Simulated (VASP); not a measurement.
# ZnS (F-43m) in VASP: a series of runs

The runs below take ZnS through single point, with r2SCAN.

Everything below comes from runs of VASP 6.6.1. Logs are shortened: lines on timing, memory, paths and dates and some standing lists are left out, and cuts for length are marked.

## (1) The cell of the first run

Symmetry: F-43m, No. 216, cubic system. The conventional cell has a = 5.279 Å, b = 5.279 Å, c = 5.279 Å, α = 90.00°, β = 90.00°, γ = 90.00°. Within 3.0 Å of Zn (site symmetry -43m) lie 4 S at 2.29 Å. S (site symmetry -43m) has 4 Zn at 2.29 Å within 3.0 Å.

## (2) Single point, r2SCAN (volume scaled by 0.94)

Input file POSCAR:

```
ZnS
1.0
    0.0000000000      2.6395255501      2.6395255501
    2.6395255501      0.0000000000      2.6395255501
    2.6395255501      2.6395255501      0.0000000000
Zn S
1 1
Direct
    0.2500000000      0.2500000000      0.2500000000
    0.0000000000      0.0000000000      0.0000000000
```

Input file INCAR.step1:

```
SYSTEM = ZnS
PREC = Accurate ; ENCUT = 520
ISMEAR = 0 ; SIGMA = 0.02
LREAL = .False. ; LASPH = .True.
NELM = 80 ; NBANDS = 16
GGA = PE ; ALGO = Normal
EDIFF = 1E-4 ; LWAVE = .True.
LCHARG = .False.
```

Input file INCAR.step2:

```
SYSTEM = ZnS
PREC = Accurate ; ENCUT = 520
EDIFF = 1E-7 ; ISMEAR = 0
SIGMA = 0.02 ; LREAL = .False.
LASPH = .True. ; NELM = 80
ALGO = Normal ; ISIF = 2
LWAVE = .False. ; LCHARG = .False.
METAGGA = R2SCAN ; LMIXTAU = .True.
NBANDS = 16 ; ISTART = 1
```

Input file KPOINTS:

```
regular mesh
0
Gamma
  8 8 8
  0 0 0
```

Potentials or basis: VASP PAW PBE potentials, release 64 (Zn, S).

On the command line:

```console
$ cat potpaw_PBE.64/Zn/POTCAR potpaw_PBE.64/S/POTCAR > POTCAR
$ cp INCAR.step1 INCAR
$ mpirun -np 1 vasp_std > vasp.out
$ cp INCAR.step2 INCAR
$ mpirun -np 1 vasp_std > vasp.out
```

OUTCAR:

```text
SYSTEM = ZnS
   PREC = Accurate
   ENCUT = 520
   EDIFF = 1E-7
   ISMEAR = 0
   LREAL = .False.
   LASPH = .True.
   NELM = 80
   ISIF = 2
   METAGGA = R2SCAN
   ISTART = 1

 ion  position               nearest neighbor table
   1  0.250  0.250  0.250-   2 2.29   2 2.29   2 2.29   2 2.29
   2  0.000  0.000  0.000-   1 2.29   1 2.29   1 2.29   1 2.29

  LATTYP: Found a face centered cubic cell.
 ALAT       =     5.2790511002

  Lattice vectors:

 A1 = (   0.0000000000,   2.6395255501,   2.6395255501)
 A2 = (   2.6395255501,   0.0000000000,   2.6395255501)
 A3 = (   2.6395255501,   2.6395255501,   0.0000000000)

Analysis of symmetry for initial positions (statically):
=====================================================================
 Subroutine PRICEL returns:
 Original cell was already a primitive cell.

 Routine SETGRP: Setting up the symmetry group for a
 face centered cubic supercell.

 Subroutine GETGRP returns: Found 24 space group operations
 (whereof 24 operations were pure point group operations)
 out of a pool of 48 trial point group operations.

The static configuration has the point symmetry T_d .

Analysis of symmetry for dynamics (positions and initial velocities):
=====================================================================
 Subroutine PRICEL returns:
 Original cell was already a primitive cell.

 Routine SETGRP: Setting up the symmetry group for a
 face centered cubic supercell.

 Subroutine GETGRP returns: Found 24 space group operations
 (whereof 24 operations were pure point group operations)
 out of a pool of 48 trial point group operations.

The dynamic configuration has the point symmetry T_d .

 Subroutine INISYM returns: Found 24 space group operations
 (whereof 24 operations are pure point group operations),
 and found     1 'primitive' translations

----------------------------------------------------------------------------------------

                                     Primitive cell

  volume of cell :      36.7797

  direct lattice vectors                    reciprocal lattice vectors
     0.000000000  2.639525550  2.639525550    -0.189427983  0.189427983  0.189427983
     2.639525550  0.000000000  2.639525550     0.189427983 -0.189427983  0.189427983
     2.639525550  2.639525550  0.000000000     0.189427983  0.189427983 -0.189427983

  length of vectors
     3.732852831  3.732852831  3.732852831     0.328098890  0.328098890  0.328098890

  position of ions in fractional coordinates (direct lattice)
     0.250000000  0.250000000  0.250000000
     0.000000000  0.000000000  0.000000000

  ion indices of the primitive-cell ions
   primitive index   ion index
                 1           1
                 2           2

----------------------------------------------------------------------------------------

 KPOINTS: regular mesh

Automatic generation of k-mesh.
 Grid dimensions read from file:
 generate k-points for:    8    8    8

 Generating k-lattice:

  Cartesian coordinates                     Fractional coordinates (reciprocal lattice)
    -0.023678498  0.023678498  0.023678498     0.125000000  0.000000000  0.000000000
     0.023678498 -0.023678498  0.023678498     0.000000000  0.125000000  0.000000000
     0.023678498  0.023678498 -0.023678498     0.000000000  0.000000000  0.125000000

  Length of vectors
     0.041012361  0.041012361  0.041012361

  Shift w.r.t. Gamma in fractional coordinates (k-lattice)
     0.000000000  0.000000000  0.000000000

 Subroutine IBZKPT returns following result:
 ===========================================

 Found     29 irreducible k-points:

 Following reciprocal coordinates:
            Coordinates               Weight
  0.000000  0.000000  0.000000      1.000000
  0.125000  0.000000  0.000000      8.000000
  0.250000  0.000000  0.000000      8.000000
  0.375000  0.000000  0.000000      8.000000
  0.500000  0.000000  0.000000      4.000000
  0.125000  0.125000  0.000000      6.000000
[... 16 lines left out ...]
  0.500000  0.250000  0.125000     48.000000
 -0.375000  0.250000  0.125000     24.000000
 [... further k-points ...]
   k-points           NKPTS =     29   k-points in BZ     NKDIM =     29   number of bands    NBANDS=     16
   number of dos      NEDOS =    301   number of ions     NIONS =      2
   total plane-waves  NPLWV =  21952
   dimension x,y,z NGX =    28 NGY =   28 NGZ =   28
   dimension x,y,z NGXF=    56 NGYF=   56 NGZF=   56
   ions per type =               1   1
   NGX,Y,Z   is equivalent  to a cutoff of  12.47, 12.47, 12.47 a.u.
   NGXF,Y,Z  is equivalent  to a cutoff of  24.94, 24.94, 24.94 a.u.
 SYSTEM =  ZnS
   PREC   = accura    normal or accurate (medium, high low for compatibility)
   ISTART =      1    job   : 0-new  1-cont  2-samecut
   ICHARG =      0    charge: 1-file 2-atom 10-const
   ISPIN  =      1    spin polarized calculation?
   LNONCOLLINEAR =      F non collinear calculations
   LSORBIT =      F    spin-orbit coupling
   LASPH  =      T    aspherical Exc in radial PAW
   ENCUT  =  520.0 eV  38.22 Ry    6.18 a.u.   6.94  6.94  6.94*2*pi/ulx,y,z
   NELM   =     80;   NELMIN=  2; NELMDL=  0     # of ELM steps
   EDIFF  = 0.1E-06   stopping-criterion for ELM
   LREAL  =      F    real-space projection
   EDIFFG = 0.1E-05   stopping-criterion for IOM
   NSW    =      0    number of steps for IOM
   IBRION =     -1    ionic relax: 0-MD 1-quasi-New 2-CG
   NFREE  =      0    steps in history (QN), initial steepest desc. (CG)
   ISIF   =      2    stress and relaxation
   ISYM   =      2    0-nonsym 1-usesym 2-fastsym
   POTIM  = 0.5000    time-step for ionic-motion
   TEBEG  =    0.0;   TEEND  =   0.0 temperature during run
   PSTRESS=    0.0 pullay stress
   NELECT =      18.0000    total number of electrons
   NUPDOWN=      -1.0000    fix difference up-down
   EMIN   =  10.00;   EMAX   =-10.00  energy-range for DOS
   EFERMI =   0.00;   METHOD = LEGACY
   ISMEAR =     0;   SIGMA  =   0.02  broadening in eV -4-tet -1-fermi 0-gaus
   EFERMI_NEDOS =   21; number of points for ismear=-14 and -15
   IALGO  =     38    algorithm
   IMIX   =      4    mixing-type and parameters
     AMIX     =   0.40;   BMIX     =  1.00
     AMIX_MAG =   1.60;   BMIX_MAG =  1.00
  volume/ion in A,a.u.               =      18.39       124.10
  Fermi-wavevector in a.u.,A,eV,Ry     =   1.290119  2.437972 22.645635  1.664407
  Thomas-Fermi vector in A             =   2.421970
   LORBIT       =      0    0 simple, 1 ext, 2 COOP (PROOUT), +10 PAW based schemes
   METAGGA = R2SCAN    functional components
   LHFCALC =     F    Hartree Fock is set to
   AEXX    =    0.0000 exact exchange contribution
   IVDW    =     0    specifies the selected vdW correction
   LEPSILON=     F    determine dielectric tensor
   LRPA    =     F    only Hartree local field effects (RPA)
 non-spin polarized calculation
 Gauss-broadening in eV      SIGMA  =   0.02
  energy-cutoff  :      520.00
  volume of cell :       36.78
 maximum number of plane-waves:      1002
   NGX = 13   NGY = 13   NGZ = 13

 number of electron      18.0000007 magnetization

 Free energy of the ion-electron system (eV)
  ---------------------------------------------------
  ext. energy  EPLUGINS =         0.00000000
  ---------------------------------------------------
  free energy    TOTEN  =       -18.82792437 eV

  energy without entropy =      -18.82792437  energy(sigma->0) =      -18.82792437

 E-fermi :   2.6261     XC(G=0): -10.6448

 val. band max:        2.5200826368   @ k =   0.0000   0.0000   0.0000
 cond. band min:       5.5292356634   @ k =   0.0000   0.0000   0.0000
 fundamental gap:      3.0091530265
 Fermi energy:         2.6260630893

 k-point     1 :       0.0000    0.0000    0.0000
  band No.  band energies     occupation
      1     -11.6891      2.00000
      2      -4.2913      2.00000
      3      -4.2913      2.00000
      4      -4.2912      2.00000
      5      -3.6508      2.00000
      6      -3.6508      2.00000
[... 8 lines left out ...]
     15      14.8968      0.00000
     16      15.4988      0.00000

 k-point     2 :       0.1250    0.0000    0.0000
  band No.  band energies     occupation
      1     -11.5544      2.00000
      2      -4.2941      2.00000
      3      -4.2656      2.00000
      4      -4.2656      2.00000
      5      -3.6528      2.00000
      6      -3.6528      2.00000
[... 8 lines left out ...]
     15      14.2590      0.00000
     16      16.2580      0.00000

 k-point     3 :       0.2500    0.0000    0.0000
  band No.  band energies     occupation
      1     -11.2008      2.00000
      2      -4.2546      2.00000
      3      -4.2089      2.00000
      4      -4.2089      2.00000
      5      -3.6492      2.00000
      6      -3.6492      2.00000
[... 8 lines left out ...]
     15      14.0731      0.00000
     16      15.5514      0.00000

 k-point     4 :       0.3750    0.0000    0.0000
  band No.  band energies     occupation
      1     -10.7948      2.00000
      2      -4.1628      2.00000
      3      -4.1628      2.00000
      4      -4.0312      2.00000
      5      -3.6293      2.00000
      6      -3.6293      2.00000
[... 8 lines left out ...]
     15      15.3391      0.00000
     16      15.3392      0.00000

 k-point     5 :       0.5000    0.0000    0.0000
  band No.  band energies     occupation
      1     -10.6063      2.00000
      2      -4.1478      2.00000
      3      -4.1477      2.00000
      4      -3.6151      2.00000
      5      -3.6150      2.00000
      6      -3.4676      2.00000
[... 8 lines left out ...]
     15      16.7596      0.00000
     16      16.7597      0.00000

 k-point     6 :       0.1250    0.1250    0.0000
  band No.  band energies     occupation
      1     -11.5095      2.00000
      2      -4.3190      2.00000
      3      -4.2444      2.00000
      4      -4.2444      2.00000
      5      -3.6713      2.00000
      6      -3.6370      2.00000
[... 8 lines left out ...]
     15      15.1118      0.00000
     16      16.8912      0.00000

 k-point     7 :       0.2500    0.1250    0.0000
  band No.  band energies     occupation
      1     -11.2277      2.00000
      2      -4.3167      2.00000
      3      -4.1860      2.00000
      4      -4.1849      2.00000
      5      -3.6815      2.00000
      6      -3.6245      2.00000
[... 8 lines left out ...]
     15      15.1072      0.00000
     16      17.1683      0.00000

 k-point     8 :       0.3750    0.1250    0.0000
  band No.  band energies     occupation
      1     -10.8327      2.00000
      2      -4.2195      2.00000
      3      -4.1303      2.00000
      4      -4.0873      2.00000
      5      -3.6533      2.00000
      6      -3.6105      2.00000
[... 8 lines left out ...]
     15      15.9914      0.00000
     16      16.5110      0.00000

 k-point     9 :       0.5000    0.1250    0.0000
  band No.  band energies     occupation
      1     -10.5598      2.00000
      2      -4.1541      2.00000
      3      -4.1098      2.00000
      4      -3.7679      2.00000
      5      -3.6111      2.00000
      6      -3.5011      2.00000
[... 8 lines left out ...]
     15      16.7830      0.00000
     16      17.1354      0.00000
[... 172 lines left out ...]
 k-point    19 :       0.5000    0.3750    0.0000
  band No.  band energies     occupation
      1     -10.3012      2.00000
      2      -4.3134      2.00000
      3      -3.9103      2.00000
      4      -3.8834      2.00000
      5      -3.5733      2.00000
      6      -3.4420      2.00000
[... 8 lines left out ...]
     15      17.0589      0.00000
     16      18.4914      0.00000

 k-point    20 :      -0.3750    0.3750    0.0000
  band No.  band energies     occupation
      1     -10.2669      2.00000
      2      -4.2120      2.00000
      3      -3.9440      2.00000
      4      -3.7928      2.00000
      5      -3.6080      2.00000
      6      -3.2485      2.00000
[... 8 lines left out ...]
     15      15.7521      0.00000
     16      19.7031      0.00000

 k-point    21 :       0.5000    0.5000    0.0000
  band No.  band energies     occupation
      1     -10.2391      2.00000
      2      -4.3651      2.00000
      3      -3.8680      2.00000
      4      -3.8680      2.00000
      5      -3.5567      2.00000
      6      -3.4103      2.00000
[... 8 lines left out ...]
     15      16.9707      0.00000
     16      18.0042      0.00000

 k-point    22 :       0.3750    0.2500    0.1250
  band No.  band energies     occupation
      1     -10.9221      2.00000
      2      -4.2848      2.00000
      3      -4.1310      2.00000
      4      -4.1031      2.00000
      5      -3.6810      2.00000
      6      -3.6046      2.00000
[... 8 lines left out ...]
     15      16.1517      0.00000
     16      18.6919      0.00000

 k-point    23 :       0.5000    0.2500    0.1250
  band No.  band energies     occupation
      1     -10.5812      2.00000
      2      -4.1686      2.00000
      3      -4.0928      2.00000
      4      -3.9423      2.00000
      5      -3.6332      2.00000
      6      -3.5781      2.00000
[... 8 lines left out ...]
     15      17.3910      0.00000
     16      17.8801      0.00000

 k-point    24 :      -0.3750    0.2500    0.1250
  band No.  band energies     occupation
      1     -10.4273      2.00000
      2      -4.1405      2.00000
      3      -4.0651      2.00000
      4      -3.7393      2.00000
      5      -3.6397      2.00000
      6      -3.3515      2.00000
[... 8 lines left out ...]
     15      16.9364      0.00000
     16      17.8929      0.00000

 [... further k-points ...]

------------------------ aborting loop because EDIFF is reached ----------------------------------------

  FORCE on cell =-STRESS in cart. coord.  units (eV):
  Direction    XX          YY          ZZ          XY          YZ          ZX
  --------------------------------------------------------------------------------------
  -------------------------------------------------------------------------------------
  Total        1.2843790      1.2843790      1.2843790      0.0000000      0.0000000      0.0000000
  in kB       55.9494969     55.9494969     55.9494969      0.0000000      0.0000000      0.0000000
  external PRESSURE =      55.9494969 kB  Pullay stress =       0.0000000 kB

 VOLUME and BASIS-vectors are now :
 -----------------------------------------------------------------------------
  energy-cutoff  :      520.00
  volume of cell :       36.78
      direct lattice vectors                 reciprocal lattice vectors
     0.000000000  2.639525550  2.639525550    -0.189427983  0.189427983  0.189427983
     2.639525550  0.000000000  2.639525550     0.189427983 -0.189427983  0.189427983
     2.639525550  2.639525550  0.000000000     0.189427983  0.189427983 -0.189427983

 POSITION                                       TOTAL-FORCE (eV/Angst)
 -----------------------------------------------------------------------------------
      1.31976      1.31976      1.31976        -0.000000     -0.000000     -0.000000
      0.00000      0.00000      0.00000         0.000000      0.000000      0.000000
 -----------------------------------------------------------------------------------
    total drift:                               -0.000020     -0.000020     -0.000020

  FREE ENERGIE OF THE ION-ELECTRON SYSTEM (eV)
  ---------------------------------------------------
  free  energy   TOTEN  =       -18.8279243743 eV

  energy  without entropy=      -18.8279243743  energy(sigma->0) =      -18.82792437
```

Wall time 42 s (1 thread of Intel Xeon 6975P-C (Granite Rapids), shared host); peak memory 0.17 GiB.

What came out:

* Free energy: -18.8279 eV
* Pressure: 5.6 GPa
* Band gap on the k mesh: 3.01 eV, direct

Caveat: the PAW data sets were made with another functional, which shifts forces and pressure a little.

## (3) Single point, r2SCAN (volume scaled by 0.97)

Input file POSCAR:

```
ZnS
1.0
    0.0000000000      2.6673120715      2.6673120715
    2.6673120715      0.0000000000      2.6673120715
    2.6673120715      2.6673120715      0.0000000000
Zn S
1 1
Direct
    0.2500000000      0.2500000000      0.2500000000
    0.0000000000      0.0000000000      0.0000000000
```

Input file INCAR.step1:

```
PREC = Accurate
ENCUT = 520
ISMEAR = 0
SIGMA = 0.02
LREAL = False
LASPH = True
NELM = 100
NBANDS = 16
GGA = PE
ALGO = Normal
EDIFF = 1E-4
LWAVE = True
LCHARG = False
```

Input file INCAR.step2:

```
PREC = Accurate
ENCUT = 520
EDIFF = 1E-6
ISMEAR = 0
SIGMA = 0.02
LREAL = False
LASPH = True
NELM = 100
ALGO = Normal
ISIF = 2
LWAVE = False
LCHARG = False
METAGGA = R2SCAN
LMIXTAU = True
NBANDS = 16
ISTART = 1
```

Input file KPOINTS:

```
Automatic mesh
0
Gamma
  8 8 8
```

Potentials or basis: VASP PAW PBE potentials, release 64 (Zn, S).

On the command line:

```console
$ cat potpaw_PBE.64/Zn/POTCAR potpaw_PBE.64/S/POTCAR > POTCAR
$ cp INCAR.step1 INCAR
$ mpirun -np 1 vasp_std > vasp.out
$ cp INCAR.step2 INCAR
$ mpirun -np 1 vasp_std > vasp.out
```

It took 36 s on 1 thread of Intel Xeon 6975P-C (Granite Rapids), shared host; peak memory 0.16 GiB.

Results (log left out):

```yaml
Free_energy: -18.8573 eV
Pressure: 2.6 GPa
Band_gap_on_the_k_mesh: 2.86 eV, direct
```

Levels at points of the mesh, in eV from the valence-band top:
```tsv
k point	band 7	band 8	band 9	band 10	band 11	band 12
(0.00, 0.00, 0.00)	0.00	0.00	0.00	2.86	6.87	6.87
(0.50, 0.00, 0.00)	-5.66	-0.95	-0.95	3.89	7.37	7.37
(0.50, 0.50, 0.00)	-4.77	-2.43	-2.43	3.64	4.47	12.07
```

Caveat: the PAW data sets were made with another functional, which shifts forces and pressure a little.
